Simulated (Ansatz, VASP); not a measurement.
**One calculation of Ir, two programs**

File POSCAR:

```
Ir
1.0
    0.0000000000      1.9221147239      2.0182204601
    1.9221147239      0.0000000000      2.0182204601
    1.9221147239      1.9221147239      0.0000000000
Ir
1
Direct
    0.0000000000      0.0000000000      0.0000000000
```

Contents of INCAR.step1:

```
SYSTEM = Ir
PREC     = Accurate       ! precision mode
ENCUT    = 520            ! plane-wave cutoff, eV
ISMEAR   = 0              ! smearing method
SIGMA    = 0.15           ! smearing width, eV
LREAL    = .FALSE.        ! projectors in reciprocal space
LASPH    = .TRUE.         ! aspherical terms in the spheres
NELM     = 80             ! most SCF steps
NBANDS   = 10             ! bands
GGA      = PE             ! functional
ALGO     = Normal         ! electronic algorithm
EDIFF    = 1E-4           ! SCF threshold, eV
LWAVE    = .TRUE.         ! write WAVECAR
LCHARG   = .FALSE.        ! write CHGCAR
```

Contents of INCAR.step2:

```
SYSTEM = Ir
PREC     = Accurate       ! precision mode
ENCUT    = 520            ! plane-wave cutoff, eV
EDIFF    = 1E-6           ! SCF threshold, eV
ISMEAR   = 0              ! smearing method
SIGMA    = 0.15           ! smearing width, eV
LREAL    = .FALSE.        ! projectors in reciprocal space
LASPH    = .TRUE.         ! aspherical terms in the spheres
NELM     = 80             ! most SCF steps
ALGO     = Normal         ! electronic algorithm
ISIF     = 2              ! what is computed and relaxed
LWAVE    = .FALSE.        ! write WAVECAR
LCHARG   = .FALSE.        ! write CHGCAR
METAGGA  = R2SCAN         ! meta-GGA
LMIXTAU  = .TRUE.       
NBANDS   = 10             ! bands
ISTART   = 1
```

KPOINTS

```
Automatic mesh
0
G
  26 26 26
  0 0 0
```

Input for Ansatz:

```yaml
crystal:
  lattice:
    - [0.0, 1.9221147239, 2.0182204601]
    - [1.9221147239, 0.0, 2.0182204601]
    - [1.9221147239, 1.9221147239, 0.0]
  atoms:
    - { symbol: Ir, position: [0.0, 0.0, 0.0] }
basis:
  ecutwfc: 500
kpoints:
  mp_grid: { grid: [26, 26, 26] }
hamiltonian:
  xc: r2scan
scf:
  occupations: { method: gaussian, width: 0.15 }
output:
  forces: true
  stress: true
  eigenvalues: true
```

Change from the starting cell: strain +0.0500 x Voigt [0, 0, 1, 0, 0, 0], atoms carried along.

Alike in both runs: task single point; functional r2SCAN; k mesh 26 × 26 × 26; occupations gaussian, width 0.15 eV; no spin polarisation.

|  | VASP | Ansatz |
| --- | --- | --- |
| version | VASP 6.6.1 | Ansatz 0.2.0 |
| potentials or method | VASP PAW PBE potentials, release 64 (Ir), cutoff 520 eV | scalar-relativistic, plane waves, PAW |
| valence electrons in the cell | 9 | 17 |

```csv
,VASP,Ansatz,Ansatz less VASP
gap on the k mesh at the Fermi level (eV),none,none,-
pressure (GPa),-13.8,-15.7,-1.95
"traceless stress, the component that is largest in VASP (GPa)",-11.17,-11.15,+0.013
```

VASP's potentials were made for PBE, not for r2SCAN. A gap of «none» marks a metal or a gap that the smearing closes. The functional is the same, so the differences come from potentials, cutoffs and numerics. VASP's potentials hold 9 valence electrons a cell and Ansatz's 17, so a difference there can come from the potentials and not from the codes.

Neither program's run includes spin-orbit coupling.
